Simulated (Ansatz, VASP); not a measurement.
**Si2Sn3: VASP beside Ansatz**

```
Si Sn
1.0
     3.20685    0.00000    0.00000
    -1.60342    2.77721    0.00000
     0.00000    0.00000   25.73670
Si Sn
4 6
Direct
  0.33333 0.66667 0.05000
  0.33333 0.66667 0.45000
  0.66667 0.33333 0.55000
  0.66667 0.33333 0.95000
  0.33333 0.66667 0.25000
  0.33333 0.66667 0.65000
  0.33333 0.66667 0.85000
  0.66667 0.33333 0.15000
  0.66667 0.33333 0.35000
  0.66667 0.33333 0.75000
```

Alike in both runs: task single point; functional PBE; k mesh 6 × 6 × 1; occupations gaussian, width 0.1 eV; no spin polarisation.

```csv
,VASP,Ansatz
version,VASP 6.6.1,Ansatz 0.2.0
potentials or method,"VASP PAW PBE potentials, release 64 (Si, Sn_d), cutoff 520 eV","scalar-relativistic, plane waves, PAW"
valence electrons in the cell,100,100
```

VASP gave:

```
gap on the k mesh at the Fermi level (eV)                     : none
pressure (GPa)                                                : 1.8
traceless stress, the component that is largest in VASP (GPa) : -3.24
rms of the force components (eV/Å)                            : 0.472
```

Problem. Which values does Ansatz return?

Solution. gap on the k mesh at the Fermi level (eV): none; pressure (GPa): 1.9; traceless stress, the component that is largest in VASP (GPa): -3.25; rms of the force components (eV/Å): 0.472.

Atom by atom the forces differ by 0.000 eV/Å (rms over components). A gap of «none» marks a metal or a gap that the smearing closes.

The k mesh is coarse, so the values compare programs but aren't converged.
